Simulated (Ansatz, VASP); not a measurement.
Na2S: VASP beside Ansatz

```
Na S
1.0
     0.00000    3.21697    3.21697
     3.21697    0.00000    3.21697
     3.21697    3.21697    0.00000
Na S
2 1
Direct
  0.25000 0.25000 0.25000
  0.75000 0.75000 0.75000
  0.00000 0.00000 0.00000
```

Alike in both runs: task single point; functional PBE; k mesh 6 × 6 × 6; no spin polarisation.

|  | VASP | Ansatz |
| --- | --- | --- |
| version | VASP 6.6.1 | Ansatz 0.2.0 |
| potentials or method | VASP PAW PBE potentials, release 64 (Na_pv, S) | plane waves, PAW |
| plane-wave cutoff (eV) | 500 | 420 |
| occupations | gaussian, width 0.01 eV | fixed |
| valence electrons in the cell | 20 | 24 |

Ansatz gave:

- gap on the k mesh at the Fermi level (eV): 2.66
- pressure (GPa): 2.0

Q: Estimate VASP's values.

A: gap on the k mesh at the Fermi level (eV): 2.65; pressure (GPa): 2.0.

VASP's potentials hold 20 valence electrons a cell and Ansatz's 24, so a difference there can come from the potentials and not from the codes.
